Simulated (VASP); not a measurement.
# I (Fm-3m) in VASP: further runs

The runs below take I through density of states, with PBEsol.

All numbers are computed with VASP 6.6.1; they aren't measurements. Logs are shortened: lines on timing, memory, paths and dates and some standing lists are left out, and cuts for length are marked.

## (1) The cell of the first run

The structure is cubic, space group Fm-3m (No. 225). The conventional cell has a = 3.706 Å, b = 3.706 Å, c = 3.706 Å, α = 90.00°, β = 90.00°, γ = 90.00°. Within 3.5 Å of I (site symmetry m-3m) lie 12 I at 2.62 Å.

## (2) Density of states, PBEsol (volume scaled by 0.4)

The input, POSCAR:

```
I
1.0
    0.0000000000      1.8529978911      1.8529978911
    1.8529978911      0.0000000000      1.8529978911
    1.8529978911      1.8529978911      0.0000000000
I
1
Direct
    0.0000000000      0.0000000000      0.0000000000
```

The input, INCAR.step1:

```
SYSTEM = I
  PREC = Accurate
  ENCUT = 520
  EDIFF = 1E-6
  ISMEAR = -1
  SIGMA = 0.05
  LREAL = .FALSE.
  LASPH = .TRUE.
  NELM = 80
  ALGO = Normal
  ISIF = 2
  LWAVE = .FALSE.
  LCHARG = .TRUE.
  GGA = PS
  NBANDS = 10
```

The input, KPOINTS.step1:

```
regular mesh
0
G
  14 14 14
  0 0 0
```

The input, INCAR.step2:

```
SYSTEM = I
  PREC = Accurate
  ENCUT = 520
  EDIFF = 1E-6
  ISMEAR = -5
  SIGMA = 0.05
  LREAL = .FALSE.
  LASPH = .TRUE.
  NELM = 80
  ALGO = Normal
  ISIF = 2
  LWAVE = .FALSE.
  LCHARG = .FALSE.
  GGA = PS
  LORBIT = 11
  NEDOS = 2001
  ICHARG = 11
```

The input, KPOINTS.step2:

```
regular mesh
0
G
  21 21 21
  0 0 0
```

Potentials or basis: VASP PAW PBE potentials, release 64 (I).

Run with:

```bash
$ cat potpaw_PBE.64/I/POTCAR > POTCAR
$ cp INCAR.step1 INCAR
$ cp KPOINTS.step1 KPOINTS
$ mpirun -np 1 vasp_std > vasp.out
$ cp INCAR.step2 INCAR
$ cp KPOINTS.step2 KPOINTS
$ mpirun -np 1 vasp_std > vasp.out
```

OUTCAR:

```text
SYSTEM = I
   PREC = Accurate
   ENCUT = 520
   EDIFF = 1E-6
   ISMEAR = -5
   LREAL = .FALSE.
   LASPH = .TRUE.
   NELM = 80
   ISIF = 2
   GGA = PS
   LORBIT = 11
   ICHARG = 11

 ion  position               nearest neighbor table
   1  0.000  0.000  0.000-

  LATTYP: Found a face centered cubic cell.
 ALAT       =     3.7059957822

  Lattice vectors:

 A1 = (   0.0000000000,   1.8529978911,   1.8529978911)
 A2 = (   1.8529978911,   0.0000000000,   1.8529978911)
 A3 = (   1.8529978911,   1.8529978911,   0.0000000000)

Analysis of symmetry for initial positions (statically):
=====================================================================
 Subroutine PRICEL returns:
 Original cell was already a primitive cell.

 Routine SETGRP: Setting up the symmetry group for a
 face centered cubic supercell.

 Subroutine GETGRP returns: Found 48 space group operations
[... 9 lines left out ...]

 Routine SETGRP: Setting up the symmetry group for a
 face centered cubic supercell.

 Subroutine GETGRP returns: Found 48 space group operations
[... 11 lines left out ...]
                                     Primitive cell

  volume of cell :      12.7249

  direct lattice vectors                    reciprocal lattice vectors
     0.000000000  1.852997891  1.852997891    -0.269833011  0.269833011  0.269833011
     1.852997891  0.000000000  1.852997891     0.269833011 -0.269833011  0.269833011
     1.852997891  1.852997891  0.000000000     0.269833011  0.269833011 -0.269833011

  length of vectors
     2.620534749  2.620534749  2.620534749     0.467364484  0.467364484  0.467364484

  position of ions in fractional coordinates (direct lattice)
     0.000000000  0.000000000  0.000000000

  ion indices of the primitive-cell ions
   primitive index   ion index
                 1           1

----------------------------------------------------------------------------------------

 KPOINTS: regular mesh

Automatic generation of k-mesh.
 Grid dimensions read from file:
 generate k-points for:   21   21   21

 Generating k-lattice:

  Cartesian coordinates                     Fractional coordinates (reciprocal lattice)
    -0.012849191  0.012849191  0.012849191     0.047619048  0.000000000  0.000000000
     0.012849191 -0.012849191  0.012849191     0.000000000  0.047619048  0.000000000
     0.012849191  0.012849191 -0.012849191     0.000000000  0.000000000  0.047619048

  Length of vectors
     0.022255452  0.022255452  0.022255452

  Shift w.r.t. Gamma in fractional coordinates (k-lattice)
     0.000000000  0.000000000  0.000000000

 TETIRR: Found   1276 inequivalent tetrahedra from    55566

 Subroutine IBZKPT returns following result:
 ===========================================

 Found    286 irreducible k-points:

 Following reciprocal coordinates:
            Coordinates               Weight
  0.000000  0.000000  0.000000      1.000000
  0.047619  0.000000  0.000000      8.000000
  0.095238  0.000000  0.000000      8.000000
  0.142857  0.000000  0.000000      8.000000
  0.190476  0.000000  0.000000      8.000000
  0.238095  0.000000  0.000000      8.000000
[... 16 lines left out ...]
 -0.428571  0.047619  0.000000     24.000000
 -0.380952  0.047619  0.000000     24.000000
 [... further k-points ...]
   k-points           NKPTS =    286   k-points in BZ     NKDIM =    286   number of bands    NBANDS=      7
   number of dos      NEDOS =   2001   number of ions     NIONS =      1
   total plane-waves  NPLWV =   8000
   dimension x,y,z NGX =    20 NGY =   20 NGZ =   20
   dimension x,y,z NGXF=    40 NGYF=   40 NGZF=   40
   ions per type =               1
   NGX,Y,Z   is equivalent  to a cutoff of  12.69, 12.69, 12.69 a.u.
   NGXF,Y,Z  is equivalent  to a cutoff of  25.38, 25.38, 25.38 a.u.
 SYSTEM =  I
   PREC   = accura    normal or accurate (medium, high low for compatibility)
   ISTART =      0    job   : 0-new  1-cont  2-samecut
   ICHARG =     11    charge: 1-file 2-atom 10-const
   ISPIN  =      1    spin polarized calculation?
   LNONCOLLINEAR =      F non collinear calculations
   LSORBIT =      F    spin-orbit coupling
   LASPH  =      T    aspherical Exc in radial PAW
   ENCUT  =  520.0 eV  38.22 Ry    6.18 a.u.   4.87  4.87  4.87*2*pi/ulx,y,z
   NELM   =     80;   NELMIN=  2; NELMDL=  0     # of ELM steps
   EDIFF  = 0.1E-05   stopping-criterion for ELM
   LREAL  =      F    real-space projection
   EDIFFG = 0.1E-04   stopping-criterion for IOM
   NSW    =      0    number of steps for IOM
   IBRION =     -1    ionic relax: 0-MD 1-quasi-New 2-CG
   NFREE  =      0    steps in history (QN), initial steepest desc. (CG)
   ISIF   =      2    stress and relaxation
   ISYM   =      2    0-nonsym 1-usesym 2-fastsym
   POTIM  = 0.5000    time-step for ionic-motion
   TEBEG  =    0.0;   TEEND  =   0.0 temperature during run
   PSTRESS=    0.0 pullay stress
   NELECT =       7.0000    total number of electrons
   NUPDOWN=      -1.0000    fix difference up-down
   EMIN   =  10.00;   EMAX   =-10.00  energy-range for DOS
   EFERMI =   0.00;   METHOD = LEGACY
   ISMEAR =    -5;   SIGMA  =   0.05  broadening in eV -4-tet -1-fermi 0-gaus
   EFERMI_NEDOS =   21; number of points for ismear=-14 and -15
   IALGO  =     38    algorithm
   IMIX   =      4    mixing-type and parameters
     AMIX     =   0.40;   BMIX     =  1.00
     AMIX_MAG =   1.60;   BMIX_MAG =  1.00
  volume/ion in A,a.u.               =      12.72        85.87
  Fermi-wavevector in a.u.,A,eV,Ry     =   1.341393  2.534865 24.481428  1.799334
  Thomas-Fermi vector in A             =   2.469630
   LORBIT       =     11    0 simple, 1 ext, 2 COOP (PROOUT), +10 PAW based schemes
   GGA     = PS    functional components
   LHFCALC =     F    Hartree Fock is set to
   AEXX    =    0.0000 exact exchange contribution
   IVDW    =     0    specifies the selected vdW correction
   LEPSILON=     F    determine dielectric tensor
   LRPA    =     F    only Hartree local field effects (RPA)
 non-spin polarized calculation
 Fermi weights with tetrahedron method with Bloechl corrections
  energy-cutoff  :      520.00
  volume of cell :       12.72
 maximum number of plane-waves:       352

 number of electron       6.9999999 magnetization

 Free energy of the ion-electron system (eV)
  ---------------------------------------------------
  ext. energy  EPLUGINS =         0.00000000
  ---------------------------------------------------
  free energy    TOTEN  =         5.92747318 eV

  energy without entropy =        5.92747318  energy(sigma->0) =        5.92747318

 E-fermi :  24.9715     XC(G=0): -14.1917

 val. band max:       25.2204456218   @ k =   0.1905   0.1905   0.0000
 cond. band min:      24.8999330094   @ k =   0.3810   0.1429   0.0000
 fundamental gap:     -0.3205126124
 Fermi energy:        24.9715310080

 k-point     1 :       0.0000    0.0000    0.0000
  band No.  band energies     occupation
      1      -1.3284      2.00000
      2      30.7383      0.00000
      3      30.7383      0.00000
      4      30.7383      0.00000
      5      31.3436      0.00000
      6      34.5258      0.00000
      7      34.5258      0.00000

 k-point     2 :       0.0476    0.0000    0.0000
  band No.  band energies     occupation
      1      -1.2477      2.00000
      2      29.4851      0.00000
      3      30.5443      0.00000
      4      30.5443      0.00000
      5      31.2398      0.00000
      6      34.8087      0.00000
      7      34.8088      0.00000

 k-point     3 :       0.0952    0.0000    0.0000
  band No.  band energies     occupation
      1      -1.0053      2.00000
      2      27.1060     -0.03151
      3      30.0837      0.00000
      4      30.0837      0.00000
      5      31.2511      0.00000
      6      35.5335      0.00000
      7      35.5335      0.00000

 k-point     4 :       0.1429    0.0000    0.0000
  band No.  band energies     occupation
      1      -0.6008      2.00000
      2      24.5486      1.41006
      3      29.5300      0.00000
      4      29.5300      0.00000
      5      31.2854      0.00000
      6      36.5048      0.00000
      7      36.5048      0.00000

 k-point     5 :       0.1905    0.0000    0.0000
  band No.  band energies     occupation
      1      -0.0340      2.00000
      2      21.9884      2.00000
      3      28.9750      0.00000
      4      28.9750      0.00000
      5      31.3122      0.00000
      6      36.4826      0.00000
      7      36.4827      0.00000

 k-point     6 :       0.2381    0.0000    0.0000
  band No.  band energies     occupation
      1       0.6954      2.00000
      2      19.4877      2.00000
      3      28.4589      0.00000
      4      28.4589      0.00000
      5      31.3124      0.00000
      6      35.5038      0.00000
      7      35.5038      0.00000

 k-point     7 :       0.2857    0.0000    0.0000
  band No.  band energies     occupation
      1       1.5871      2.00000
      2      17.0817      2.00000
      3      28.0022      0.00000
      4      28.0022      0.00000
      5      31.2744      0.00000
      6      34.6577      0.00000
      7      34.6577      0.00000
[... 121 lines left out ...]
 k-point    20 :       0.4286    0.0476    0.0000
  band No.  band energies     occupation
      1       4.7935      2.00000
      2      11.3866      2.00000
      3      26.4688      0.00000
      4      26.9094      0.00000
      5      30.3222      0.00000
      6      33.9025      0.00000
      7      33.9304      0.00000

 k-point    21 :       0.4762    0.0476    0.0000
  band No.  band energies     occupation
      1       6.1552      2.00000
      2       9.6030      2.00000
      3      26.5129     -0.07488
      4      26.5507      0.00000
      5      30.2565      0.00000
      6      33.4923      0.00000
      7      33.9341      0.00000

 k-point    22 :      -0.4762    0.0476    0.0000
  band No.  band energies     occupation
      1       6.8300      2.00000
      2       8.8226      2.00000
      3      26.2166     -0.13882
      4      26.7644      0.00000
      5      30.3287      0.00000
      6      33.2282      0.00000
      7      33.9289      0.00000

 k-point    23 :      -0.4286    0.0476    0.0000
  band No.  band energies     occupation
      1       5.7071      2.00000
      2      10.1571      2.00000
      3      26.0376     -0.09336
      4      27.1039      0.00000
      5      30.5234      0.00000
      6      33.1155      0.00000
      7      33.9303      0.00000

 k-point    24 :      -0.3810    0.0476    0.0000
  band No.  band energies     occupation
      1       4.3478      2.00000
      2      12.0431      2.00000
      3      25.9833     -0.06706
      4      27.5556      0.00000
      5      30.8164      0.00000
      6      33.1627      0.00000
      7      33.9682      0.00000

 [... further k-points ...]
[... 5 lines left out ...]
  --------------------------------------------------------------------------------------
  -------------------------------------------------------------------------------------
  Total       23.2266057     23.2266057     23.2266057     -0.0000000      0.0000000     -0.0000000
  in kB     2924.4322105   2924.4322105   2924.4322105     -0.0000000      0.0000000     -0.0000000
  external PRESSURE =    2924.4322105 kB  Pullay stress =       0.0000000 kB

 VOLUME and BASIS-vectors are now :
 -----------------------------------------------------------------------------
  energy-cutoff  :      520.00
  volume of cell :       12.72
      direct lattice vectors                 reciprocal lattice vectors
     0.000000000  1.852997891  1.852997891    -0.269833011  0.269833011  0.269833011
     1.852997891  0.000000000  1.852997891     0.269833011 -0.269833011  0.269833011
     1.852997891  1.852997891  0.000000000     0.269833011  0.269833011 -0.269833011

 POSITION                                       TOTAL-FORCE (eV/Angst)
 -----------------------------------------------------------------------------------
      0.00000      0.00000      0.00000         0.000000      0.000000      0.000000
 -----------------------------------------------------------------------------------
    total drift:                                0.000000      0.000000     -0.000000

  FREE ENERGIE OF THE ION-ELECTRON SYSTEM (eV)
  ---------------------------------------------------
  free  energy   TOTEN  =         5.9274731774 eV

  energy  without entropy=        5.9274731774  energy(sigma->0) =        5.92747318

 total charge

# of ion       s       p       d       tot
------------------------------------------
    1        1.608   2.915   0.516   5.039
```

It took 10 s on 1 thread of Intel Xeon 6975P-C (Granite Rapids), shared host; peak memory 0.14 GiB.

What came out:

```yaml
Valence_electrons_inside_the_program's_atomic_spheres: I 5.04
```

Caveat: the cell differs from its parent crystal (volume scaled by 0.4); the PAW data sets were made with another functional, which shifts forces and pressure a little; spin-orbit coupling is left out, which moves the levels of the heavy elements; an odd number of electrons without spin polarisation forces a metal; a magnetic or distorted state may lie lower; tetrahedron occupations give inexact forces and stress in metals.

## (3) Density of states, PBEsol

This run uses another cell than the first one, of 31.81 Å³/atom, 2.500 times its volume.

The input, POSCAR:

```
I
1.0
    0.0000000000      2.5149050595      2.5149050595
    2.5149050595      0.0000000000      2.5149050595
    2.5149050595      2.5149050595      0.0000000000
I
1
Direct
    0.0000000000      0.0000000000      0.0000000000
```

The input, INCAR.step1:

```
ALGO = Normal
EDIFF = 1E-6
ENCUT = 520
GGA = PS
ISIF = 2
ISMEAR = -1
LASPH = T
LCHARG = T
LREAL = F
LWAVE = F
NBANDS = 10
NELM = 100
PREC = Accurate
SIGMA = 0.05
```

The input, KPOINTS.step1:

```
k-points
0
Gamma
  14 14 14
```

The input, INCAR.step2:

```
ALGO = Normal
EDIFF = 1E-6
ENCUT = 520
GGA = PS
ICHARG = 11
ISIF = 2
ISMEAR = -5
LASPH = T
LCHARG = F
LORBIT = 10
LREAL = F
LWAVE = F
NEDOS = 1001
NELM = 100
PREC = Accurate
SIGMA = 0.05
```

The input, KPOINTS.step2:

```
k-points
0
Gamma
  21 21 21
```

Potentials or basis: VASP PAW PBE potentials, release 64 (I).

Run with:

```bash
$ cat potpaw_PBE.64/I/POTCAR > POTCAR
$ cp INCAR.step1 INCAR
$ cp KPOINTS.step1 KPOINTS
$ mpirun -np 1 vasp_std > vasp.out
$ cp INCAR.step2 INCAR
$ cp KPOINTS.step2 KPOINTS
$ mpirun -np 1 vasp_std > vasp.out
```

It took 51 s on 1 thread of Intel Xeon Platinum 8259CL at 2.50GHz (Skylake/Cascade Lake), shared host; peak memory 0.2 GiB.

It converged, with:

- Valence electrons inside the program's atomic spheres: I 4.15

Levels at points of the mesh, in eV from the Fermi level:
| k point | band 2 | band 3 | band 4 | band 5 | band 6 | band 7 |
| --- | --- | --- | --- | --- | --- | --- |
| (0.00, 0.00, 0.00) | 1.22 | 1.22 | 1.22 | 7.60 | 9.59 | 9.59 |

Caveat: the PAW data sets were made with another functional, which shifts forces and pressure a little; spin-orbit coupling is left out, which moves the levels of the heavy elements; an odd number of electrons without spin polarisation forces a metal; a magnetic or distorted state may lie lower; tetrahedron occupations give inexact forces and stress in metals.
